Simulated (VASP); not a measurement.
A run of VASP 6.6.1:

Contents of INCAR:

```
SYSTEM = Ge7Au
ALGO     = Normal         ! electronic algorithm
EDIFF    = 1E-6           ! SCF threshold, eV
ENCUT    = 520            ! plane-wave cutoff, eV
GGA      = PE             ! functional
ISIF     = 2              ! what is computed and relaxed
ISMEAR   = 0              ! smearing method
LASPH    = .True.         ! aspherical terms in the spheres
LCHARG   = .False.        ! write CHGCAR
LREAL    = .False.        ! projectors in reciprocal space
LWAVE    = .False.        ! write WAVECAR
NBANDS   = 64             ! bands
NELM     = 80             ! most SCF steps
PREC     = Accurate       ! precision mode
SIGMA    = 0.1            ! smearing width, eV
```

Contents of KPOINTS:

```
k-points
0
Gamma
  4 4 4
  0 0 0
```

The input POSCAR:

```
Ge7Au
1.0
    5.7979506000      0.0000000000      0.0000000000
    0.0000000000      5.7979506000      0.0000000000
    0.0000000000      0.0000000000      5.7979506000
Ge Au
7 1
Direct
    0.2510170000      0.2510170000      0.2510170000
    0.0000000000      0.5000000000      0.5000000000
    0.5000000000      0.5000000000      0.0000000000
    0.5000000000      0.0000000000      0.5000000000
    0.7489830000      0.2510170000      0.7489830000
    0.7489830000      0.7489830000      0.2510170000
    0.2510170000      0.7489830000      0.7489830000
    0.0000000000      0.0000000000      0.0000000000
```

Potentials or basis: VASP PAW PBE potentials, release 64 (Ge_d, Au).

The run is started by

```sh
$ cat potpaw_PBE.64/Ge_d/POTCAR potpaw_PBE.64/Au/POTCAR > POTCAR
$ mpirun -np 1 vasp_std > vasp.out
```

Hardware: 1 thread of AMD EPYC 7R13 (shared host).

Problem. How long does it take, and how much memory?

Solution. Run time: 4.9 min on 1 thread of AMD EPYC 7R13, on a shared host, peak memory 0.34 GiB. Counts: scf iterations 15, k points 10.
